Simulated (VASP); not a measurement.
Crystal: TaAl4.

```
Ta Al
1.0
    -2.02711    2.02711    5.47614
     2.02711   -2.02711    5.47614
     2.02711    2.02711   -5.47614
Ta Al
1 4
Direct
  0.00000 0.00000 0.00000
  0.38998 0.38998 0.00000
  0.25000 0.75000 0.50000
  0.75000 0.25000 0.50000
  0.61002 0.61002 0.00000
```

The cell was built from a structure type or drawn by symmetry, and may not be a known phase.

```yaml
Program: VASP 6.6.1
Task: relaxation of cell and atoms
Functional: PBE
Potentials_or_basis: VASP PAW PBE potentials, release 64 (Ta_pv, Al)
Cutoff: 600 eV
k_mesh: 6 × 6 × 6
Occupations: gaussian, width 0.1 eV
Spin: no spin polarisation
```

At the start: pressure -2.4 GPa; volume 18.00 Å³/atom.

Question: How do energy, volume and symmetry change on relaxing?

Answer: Over 12 steps the energy falls by 161.2 meV/atom and the volume is 17.66 Å³/atom (-1.9 %); space group I4/mmm (No. 139, to 0.1 Å) before and after.

The path:
```csv
step,energy change (eV),largest force (eV/Å),pressure (GPa),volume (Å³)
1,0.0000,1.2236,-2.38,90.01
2,-0.3554,0.5985,0.36,86.48
3,-0.4915,0.2419,4.25,83.21
4,-0.6630,0.0612,-0.72,87.51
5,-0.6994,0.0927,-2.32,89.38
6,-0.7099,0.2111,-4.96,93.00
7,-0.7161,0.1090,-3.89,91.37
8,-0.7857,0.2154,-1.40,89.97
9,-0.7904,0.2176,-1.92,90.24
10,-0.7903,0.2176,-2.04,90.30
11,-0.8059,0.0026,0.13,88.02
12,-0.8062,0.0313,-0.13,88.29
```

Final structure:
```yaml
crystal:
  lattice:
    - [-1.82250, 1.82250, 6.64519]
    - [1.82250, -1.82250, 6.64519]
    - [1.82250, 1.82250, -6.64519]
  atoms:
    - { symbol: Ta, position: [0.00000, 0.00000, 0.00000] }
    - { symbol: Al, position: [0.40515, 0.40515, 0.00000] }
    - { symbol: Al, position: [0.25000, 0.75000, 0.50000] }
    - { symbol: Al, position: [0.75000, 0.25000, 0.50000] }
    - { symbol: Al, position: [0.59485, 0.59485, 0.00000] }
```

Caveat: a cell axis changed by over 15 % at a fixed basis, so the end point is rough.
